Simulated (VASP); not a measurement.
# Pt3Cl in VASP: notebook

Pt3Cl is run at these levels: PBE; tasks: relaxation of the atoms.

Everything below comes from runs of VASP 6.6.1. Logs are shortened: lines on timing, memory, paths and dates and some standing lists are left out, and cuts for length are marked.

## 1. The cell of the first run

The cell holds a slab with vacuum, 4 atoms: a = 2.807 Å, b = 2.807 Å, c = 19.351 Å, α = 90.00°, β = 90.00°, γ = 90.00°.

## 2. Relaxation of the atoms, PBE

File INCAR:

```
SYSTEM = Pt3Cl
PREC = Accurate
ENCUT = 450
EDIFF = 1E-7
ISMEAR = 0
SIGMA = 0.1
LREAL = .FALSE.
LASPH = .TRUE.
NELM = 120
ALGO = Normal
ISIF = 2
LWAVE = .FALSE.
LCHARG = .FALSE.
LDIPOL = .TRUE.
IDIPOL = 3
DIPOL = 0.5 0.5 0.355
GGA = PE
IBRION = 2
NSW = 50
EDIFFG = -0.025
GGA_COMPAT = .FALSE.
NELMIN = 4
NELMDL = -8
```

File KPOINTS:

```
regular mesh
0
G
  9 9 1
  0 0 0
```

File POSCAR:

```
Pt3Cl
1.0
    2.8071640675      0.0000000000      0.0000000000
    0.0000000000      2.8071640675      0.0000000000
    0.0000000000      0.0000000000     19.3513901305
Pt Cl
3 1
Selective dynamics
Direct
    0.5000000000      0.5000000000      0.2067034964  F F F
    0.0000000000      0.0000000000      0.3062505503  F F F
    0.5000000000      0.5000000000      0.4057274479  T T T
    0.8333333333      1.0000000000      0.4995230310  F F T
```

Potentials or basis: VASP PAW PBE potentials, release 64 (Pt, Cl).

The run is started by

```bash
> cat potpaw_PBE.64/Pt/POTCAR potpaw_PBE.64/Cl/POTCAR > POTCAR
> mpirun -np 1 vasp_std > vasp.out
```

OUTCAR:

```text
SYSTEM = Pt3Cl
   PREC = Accurate
   ENCUT = 450
   EDIFF = 1E-7
   ISMEAR = 0
   LREAL = .FALSE.
   LASPH = .TRUE.
   NELM = 120
   ISIF = 2
   GGA = PE
   IBRION = 2
   NSW = 50
   EDIFFG = -0.025
   NELMIN = 4
   NELMDL = -8

 ion  position               nearest neighbor table
   1  0.500  0.500  0.207-   2 2.77   2 2.77   2 2.77   2 2.77
   2  0.000  0.000  0.306-   3 2.77   3 2.77   3 2.77   3 2.77   1 2.77   1 2.77   1 2.77   1 2.77

   3  0.500  0.500  0.406-   4 2.48   4 2.48   2 2.77   2 2.77   2 2.77   2 2.77   4 2.96   4 2.96

   4  0.833  0.000  0.500-   3 2.48   3 2.48   3 2.96   3 2.96

  LATTYP: Found a simple tetragonal cell.
 ALAT       =     2.8071640675
 C/A-ratio  =     6.8935728961

  Lattice vectors:

 A1 = (   2.8071640675,   0.0000000000,   0.0000000000)
 A2 = (   0.0000000000,   2.8071640675,   0.0000000000)
 A3 = (   0.0000000000,   0.0000000000,  19.3513901305)

Analysis of symmetry for initial positions (statically):
=====================================================================
 Subroutine PRICEL returns:
 Original cell was already a primitive cell.

 Routine SETGRP: Setting up the symmetry group for a
 simple tetragonal supercell.

 Subroutine GETGRP returns: Found  2 space group operations
 (whereof  2 operations were pure point group operations)
 out of a pool of 16 trial point group operations.

The static configuration has the point symmetry C_1h.

Analysis of symmetry for dynamics (positions and initial velocities):
=====================================================================
 Subroutine PRICEL returns:
 Original cell was already a primitive cell.

 Routine SETGRP: Setting up the symmetry group for a
 simple tetragonal supercell.

 Subroutine GETGRP returns: Found  2 space group operations
 (whereof  2 operations were pure point group operations)
 out of a pool of 16 trial point group operations.

The dynamic configuration has the point symmetry C_1h.

Analysis of constrained symmetry for selective dynamics:
=====================================================================
 Subroutine PRICEL returns:
 Original cell was already a primitive cell.

 Routine SETGRP: Setting up the symmetry group for a
 simple tetragonal supercell.

 Subroutine GETGRP returns: Found  2 space group operations
 (whereof  2 operations were pure point group operations)
 out of a pool of 16 trial point group operations.

The constrained configuration has the point symmetry C_1h.

 Subroutine INISYM returns: Found  2 space group operations
 (whereof  2 operations are pure point group operations),
 and found     1 'primitive' translations

----------------------------------------------------------------------------------------

                                     Primitive cell

  volume of cell :     152.4922

  direct lattice vectors                    reciprocal lattice vectors
     2.807164068  0.000000000  0.000000000     0.356231405  0.000000000  0.000000000
     0.000000000  2.807164068  0.000000000     0.000000000  0.356231405  0.000000000
     0.000000000  0.000000000 19.351390131     0.000000000  0.000000000  0.051675874

  length of vectors
     2.807164068  2.807164068 19.351390131     0.356231405  0.356231405  0.051675874

  position of ions in fractional coordinates (direct lattice)
     0.500000000  0.500000000  0.206703496
     0.000000000  0.000000000  0.306250550
     0.500000000  0.500000000  0.405727448
     0.833333333  0.000000000  0.499523031

  ion indices of the primitive-cell ions
   primitive index   ion index
                 1           1
                 2           2
                 3           3
                 4           4

----------------------------------------------------------------------------------------

 KPOINTS: regular mesh

Automatic generation of k-mesh.
 Grid dimensions read from file:
 generate k-points for:    9    9    1

 Generating k-lattice:

  Cartesian coordinates                     Fractional coordinates (reciprocal lattice)
     0.039581267  0.000000000  0.000000000     0.111111111  0.000000000  0.000000000
     0.000000000  0.039581267  0.000000000     0.000000000  0.111111111  0.000000000
     0.000000000  0.000000000  0.051675874     0.000000000  0.000000000  1.000000000

  Length of vectors
     0.039581267  0.039581267  0.051675874

  Shift w.r.t. Gamma in fractional coordinates (k-lattice)
     0.000000000  0.000000000  0.000000000

 Subroutine IBZKPT returns following result:
 ===========================================

 Found     25 irreducible k-points:

 Following reciprocal coordinates:
            Coordinates               Weight
  0.000000  0.000000  0.000000      1.000000
  0.111111  0.000000  0.000000      2.000000
  0.000000  0.111111  0.000000      2.000000
  0.222222  0.000000  0.000000      2.000000
  0.000000  0.222222  0.000000      2.000000
  0.333333  0.000000  0.000000      2.000000
[... 16 lines left out ...]
  0.444444  0.333333  0.000000      4.000000
 -0.333333  0.444444  0.000000      4.000000
   k-points           NKPTS =     25   k-points in BZ     NKDIM =     25   number of bands    NBANDS=     22
   number of dos      NEDOS =    301   number of ions     NIONS =      4
   total plane-waves  NPLWV =  56000
   dimension x,y,z NGX =    20 NGY =   20 NGZ =  140
   dimension x,y,z NGXF=    40 NGYF=   40 NGZF=  280
   ions per type =               3   1
   NGX,Y,Z   is equivalent  to a cutoff of  11.84, 11.84, 12.03 a.u.
   NGXF,Y,Z  is equivalent  to a cutoff of  23.69, 23.69, 24.05 a.u.
 SYSTEM =  Pt3Cl
   PREC   = accura    normal or accurate (medium, high low for compatibility)
   ISTART =      0    job   : 0-new  1-cont  2-samecut
   ICHARG =      2    charge: 1-file 2-atom 10-const
   ISPIN  =      1    spin polarized calculation?
   LNONCOLLINEAR =      F non collinear calculations
   LSORBIT =      F    spin-orbit coupling
   LASPH  =      T    aspherical Exc in radial PAW
   ENCUT  =  450.0 eV  33.07 Ry    5.75 a.u.   4.86  4.86 33.47*2*pi/ulx,y,z
   NELM   =    120;   NELMIN=  4; NELMDL= -8     # of ELM steps
   EDIFF  = 0.1E-06   stopping-criterion for ELM
   LREAL  =      F    real-space projection
   EDIFFG = -.3E-01   stopping-criterion for IOM
   NSW    =     50    number of steps for IOM
   IBRION =      2    ionic relax: 0-MD 1-quasi-New 2-CG
   NFREE  =      1    steps in history (QN), initial steepest desc. (CG)
   ISIF   =      2    stress and relaxation
   ISYM   =      2    0-nonsym 1-usesym 2-fastsym
   POTIM  = 0.5000    time-step for ionic-motion
   TEBEG  =    0.0;   TEEND  =   0.0 temperature during run
   PSTRESS=    0.0 pullay stress
   NELECT =      37.0000    total number of electrons
   NUPDOWN=      -1.0000    fix difference up-down
   EMIN   =  10.00;   EMAX   =-10.00  energy-range for DOS
   EFERMI =   0.00;   METHOD = LEGACY
   ISMEAR =     0;   SIGMA  =   0.10  broadening in eV -4-tet -1-fermi 0-gaus
   EFERMI_NEDOS =   21; number of points for ismear=-14 and -15
   IALGO  =     38    algorithm
   IMIX   =      4    mixing-type and parameters
     AMIX     =   0.40;   BMIX     =  1.00
     AMIX_MAG =   1.60;   BMIX_MAG =  1.00
  volume/ion in A,a.u.               =      38.12       257.27
  Fermi-wavevector in a.u.,A,eV,Ry     =   1.021079  1.929560 14.185475  1.042603
  Thomas-Fermi vector in A             =   2.154684
   LORBIT       =      0    0 simple, 1 ext, 2 COOP (PROOUT), +10 PAW based schemes
   GGA     = PE    functional components
   LHFCALC =     F    Hartree Fock is set to
   AEXX    =    0.0000 exact exchange contribution
   IVDW    =     0    specifies the selected vdW correction
   LEPSILON=     F    determine dielectric tensor
   LRPA    =     F    only Hartree local field effects (RPA)
 conjugate gradient relaxation of ions
 non-spin polarized calculation
 Gauss-broadening in eV      SIGMA  =   0.10
  energy-cutoff  :      450.00
  volume of cell :      152.49
 maximum number of plane-waves:      3336
   NGX =  9   NGY =  9   NGZ = 67

--------------------------------------- Ionic step        1  -------------------------------------------

 number of electron      37.0000012 magnetization

 Free energy of the ion-electron system (eV)
  ---------------------------------------------------
  ext. energy  EPLUGINS =         0.00000000
  ---------------------------------------------------
  free energy    TOTEN  =       -18.28429676 eV

  energy without entropy =      -18.24180688  energy(sigma->0) =      -18.26305182

------------------------ aborting loop because EDIFF is reached ----------------------------------------

  FORCE on cell =-STRESS in cart. coord.  units (eV):
  Direction    XX          YY          ZZ          XY          YZ          ZX
  --------------------------------------------------------------------------------------
  -------------------------------------------------------------------------------------
  Total        3.2916574      2.5421308      1.8837026      0.0000000      0.0000000     -1.5970204
  in kB       34.5841774     26.7091893     19.7913380      0.0000000      0.0000000    -16.7792783
  external PRESSURE =      27.0282349 kB  Pullay stress =       0.0000000 kB
[... 95 lines left out ...]
  FREE ENERGIE OF THE ION-ELECTRON SYSTEM (eV)
  ---------------------------------------------------
  free  energy   TOTEN  =       -18.3151410412 eV

  energy  without entropy=      -18.2702011847  energy(sigma->0) =      -18.29267111

 vacuum level on the upper side and lower side of the slab       (xc-potential included)        -0.173        -0.064

 dipolmoment           0.000000      0.000000      0.002494 electrons x Angstroem

[... ionic steps 4 to 35 ...]

--------------------------------------- Ionic step       36  -------------------------------------------

 number of electron      37.0000007 magnetization

------------------------ aborting loop because EDIFF is reached ----------------------------------------
[... 71 lines left out ...]
--------------------------------------- Ionic step       38  -------------------------------------------

 number of electron      37.0000007 magnetization

 dipolmoment           0.000000      0.000000     -0.015714 electrons x Angstroem

 Free energy of the ion-electron system (eV)
  ---------------------------------------------------
  ext. energy  EPLUGINS =         0.00000000
  ---------------------------------------------------
  free energy    TOTEN  =       -18.66966526 eV

  energy without entropy =      -18.64187603  energy(sigma->0) =      -18.65577064

 E-fermi :   0.6111     XC(G=0):  -6.0910

 val. band max:        0.5711630557   @ k =   0.1111   0.1111   0.0000
 cond. band min:       0.6121175773   @ k =  -0.1111   0.3333   0.0000
 fundamental gap:      0.0409545216
 Fermi energy:         0.6111001105

 k-point     1 :       0.0000    0.0000    0.0000
  band No.  band energies     occupation
      1     -16.3321      2.00000
      2      -7.9225      2.00000
      3      -6.4910      2.00000
      4      -5.4655      2.00000
      5      -5.0128      2.00000
      6      -4.3563      2.00000
[... 589 lines left out ...]
     21       4.5651      0.00000
     22       5.4791      0.00000

 [... further k-points ...]

------------------------ aborting loop because EDIFF is reached ----------------------------------------

 vacuum level on the upper side and lower side of the slab       (xc-potential included)        -0.293         0.059

  FORCE on cell =-STRESS in cart. coord.  units (eV):
  Direction    XX          YY          ZZ          XY          YZ          ZX
  --------------------------------------------------------------------------------------
  -------------------------------------------------------------------------------------
  Total       -0.4947953      0.9378524      0.5611322      0.0000000      0.0000000      0.6068515
  in kB       -5.1986235      9.8536547      5.8955997      0.0000000      0.0000000      6.3759551
  external PRESSURE =       3.5168770 kB  Pullay stress =       0.0000000 kB
[... 19 lines left out ...]
  FREE ENERGIE OF THE ION-ELECTRON SYSTEM (eV)
  ---------------------------------------------------
  free  energy   TOTEN  =       -18.6696652605 eV

  energy  without entropy=      -18.6418760263  energy(sigma->0) =      -18.65577064

 reached required accuracy - stopping structural energy minimisation

 vacuum level on the upper side and lower side of the slab         5.863         6.224
```

It took 66 min on 1 thread of Intel Xeon Platinum 8375C at 2.90GHz (Ice Lake), shared host; peak memory 0.28 GiB.

What came out:

```yaml
Free_energy: -18.6697 eV
Energy_gained_by_relaxing: 96.3 meV/atom
Ionic_steps: 38
Band_gap_on_the_k_mesh: zero (an odd number of electrons rules out a gap without spin polarisation)
```

Step by step:
```csv
step,energy change (eV),largest force on free atoms (eV/Å),pressure (GPa)
1,0.0000,0.7067,2.70
2,-0.0232,0.4426,2.42
3,-0.0308,0.3840,2.20
4,-0.0408,0.2898,1.86
5,-0.0572,0.0887,0.93
6,-0.0584,0.1159,0.63
7,-0.0584,0.1212,0.60
8,-0.0598,0.0955,0.54
9,-0.0608,0.1248,0.43
10,-0.0620,0.1082,0.40
11,-0.0654,0.0957,0.30
12,-0.0735,0.1782,0.15
13,-0.1023,0.3748,-0.03
14,-0.2034,0.7872,-0.19
15,-0.1760,1.4856,-1.56
16,-0.2711,1.0427,-0.46
17,-0.2925,1.2350,-0.98
18,-0.2979,1.1630,-0.77
19,-0.2984,1.1781,-0.82
20,-0.2986,1.1781,-0.83
21,-0.2992,1.1772,-0.85
22,-0.2998,1.1763,-0.89
23,-0.2999,1.1759,-0.91
24,-0.3006,1.1683,-0.91
25,-0.3029,1.1446,-0.92
26,-0.3072,1.0988,-0.93
27,-0.3152,1.0059,-0.96
28,-0.3290,0.8197,-0.99
29,-0.3473,0.4497,-1.02
30,-0.3467,0.6061,-0.89
31,-0.3533,0.4416,-0.99
32,-0.3566,0.4234,-0.91
33,-0.3657,0.3667,-0.70
34,-0.3786,0.2459,-0.24
35,-0.3820,0.2415,0.76
36,-0.3844,0.1654,0.33
37,-0.3853,0.0427,0.36
38,-0.3854,0.0105,0.35
```

Final structure:
```
CELL_PARAMETERS angstrom
2.80716 0.00000 0.00000
0.00000 2.80716 0.00000
0.00000 0.00000 19.35139
ATOMIC_POSITIONS crystal
Pt 0.50000 0.50000 0.20670
Pt 0.00000 0.00000 0.30625
Pt 0.88716 0.50000 0.41907
Cl 0.83333 0.00000 0.52199
```

Levels at points of the mesh, in eV from the Fermi level:
```
           k point  band 16  band 17  band 18  band 19  band 20  band 21  band 22
(0.00, 0.00, 0.00)    -0.61    -0.49    -0.38     0.10     0.18     0.67     1.05
```

Caveat: spin-orbit coupling is left out, which moves the levels of the heavy elements.

## 3. Relaxation of the atoms, PBE

File INCAR:

```
PREC = Accurate ; ENCUT = 450
EDIFF = 1E-7 ; ISMEAR = 0
SIGMA = 0.1 ; LREAL = F
LASPH = T ; NELM = 120
ALGO = Normal ; ISIF = 2
LWAVE = F ; LCHARG = F
LDIPOL = T ; IDIPOL = 3
DIPOL = 0.5 0.5 0.357 ; GGA = PE
IBRION = 2 ; NSW = 50
EDIFFG = -0.025 ; GGA_COMPAT = F
NELMIN = 4 ; NELMDL = -8
```

File KPOINTS:

```
Automatic mesh
0
Gamma
  9 9 1
```

POSCAR, as its differences from that of step 2:

```diff
@@ -12,2 +12,2 @@
     0.5000000000      0.5000000000      0.4057274479  T T T
-    0.8333333333      1.0000000000      0.4995230310  F F T
+    1.3333333333      1.0000000000      0.5090546157  F F T
```

Potentials or basis: VASP PAW PBE potentials, release 64 (Pt, Cl).

The run is started by

```bash
> cat potpaw_PBE.64/Pt/POTCAR potpaw_PBE.64/Cl/POTCAR > POTCAR
> mpirun -np 1 vasp_std > vasp.out
```

Wall time 16 min (1 thread of AMD EPYC 7R13 (Zen 3), shared host); peak memory 0.23 GiB.

It converged, with:

```yaml
Free_energy: -18.6239 eV
Energy_gained_by_relaxing: 16.1 meV/atom
Ionic_steps: 22
Band_gap_on_the_k_mesh: zero (an odd number of electrons rules out a gap without spin polarisation)
```

Step by step:
```csv
step,energy change (eV),largest force on free atoms (eV/Å),pressure (GPa)
1,0.0000,0.4652,1.39
2,-0.0080,0.2710,1.34
3,-0.0109,0.2233,1.31
4,-0.0155,0.2188,1.22
5,-0.0277,0.1985,0.98
6,-0.0445,0.1448,0.56
7,-0.0429,0.4056,-0.10
8,-0.0495,0.2284,0.21
9,-0.0542,0.1482,0.24
10,-0.0565,0.1877,0.30
11,-0.0593,0.1135,0.42
12,-0.0617,0.0505,0.64
13,-0.0618,0.0917,0.69
14,-0.0624,0.0619,0.81
15,-0.0624,0.0638,0.81
16,-0.0629,0.0607,0.78
17,-0.0642,0.0449,0.67
18,-0.0614,0.0839,0.40
19,-0.0645,0.0372,0.63
20,-0.0645,0.0327,0.60
21,-0.0640,0.1282,0.53
22,-0.0646,0.0073,0.58
```

Final structure:
```
Pt Cl
1.0
     2.80716    0.00000    0.00000
     0.00000    2.80716    0.00000
     0.00000    0.00000   19.35139
Pt Cl
3 1
Direct
  0.50000 0.50000 0.20670
  0.00000 0.00000 0.30625
  0.27103 0.50000 0.41468
  0.33333 0.00000 0.51784
```

Levels at points of the mesh, in eV from the Fermi level:
```csv
k point,band 16,band 17,band 18,band 19,band 20,band 21,band 22
"(0.00, 0.00, 0.00)",-0.73,-0.46,-0.16,-0.09,0.07,0.62,1.02
```

Caveat: spin-orbit coupling is left out, which moves the levels of the heavy elements.

The gap in the log of VASP goes by the Fermi energy; the results here count the filled bands.